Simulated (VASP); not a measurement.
Write the native input for VASP 6.6.1 that does the following.

```yaml
Task: single point
Functional: PBEsol
Potentials_or_basis: VASP PAW PBE potentials, release 64 (Sn_d, O)
Cutoff: 600 eV
k_mesh: 6 × 6 × 6
Occupations: gaussian, width 0.05 eV
Spin: no spin polarisation
Dipole_correction: no
Further_INCAR_settings: ALGO = Normal; EDIFF = 1e-06; NBANDS = 17
```

The structure of SnO lies in POSCAR:

```
SnO
1.0
    2.9098453567      0.0000000000      0.0000000000
    0.0000000000      2.9098453567      0.0000000000
    0.0000000000      0.0000000000      2.9098453567
Sn O
1 1
Direct
    0.0000000000      0.0000000000      0.0000000000
    0.5000000000      0.5000000000      0.5000000000
```

These files were run (other wordings do the same):

INCAR

```
ALGO = Normal ; EDIFF = 1E-6
ENCUT = 600 ; GGA = PS
GGA_COMPAT = F ; ISIF = 2
ISMEAR = 0 ; LASPH = T
LCHARG = F ; LREAL = F
LWAVE = F ; NBANDS = 17
NELM = 120 ; PREC = Accurate
SIGMA = 0.05
```

KPOINTS

```
k-points
0
Gamma
  6 6 6
```

Potentials or basis: VASP PAW PBE potentials, release 64 (Sn_d, O).

Launch:

```console
$ cat potpaw_PBE.64/Sn_d/POTCAR potpaw_PBE.64/O/POTCAR > POTCAR
$ mpirun -np 1 vasp_std > vasp.out
```

Results of the run:

- Pressure: 29.1 GPa
- Band gap on the k mesh: zero (band 10 reaches 11.34 eV, above the bottom of band 11 at 10.77 eV)

Caveat: the PAW data sets were made with another functional, which shifts forces and pressure a little; spin-orbit coupling is left out, which moves the levels of the heavy elements.

Wall time 3.7 s on 1 thread of Intel(R) Xeon(R) 6975P-C (Granite Rapids), with other jobs on the host, peak memory 0.13 GiB.
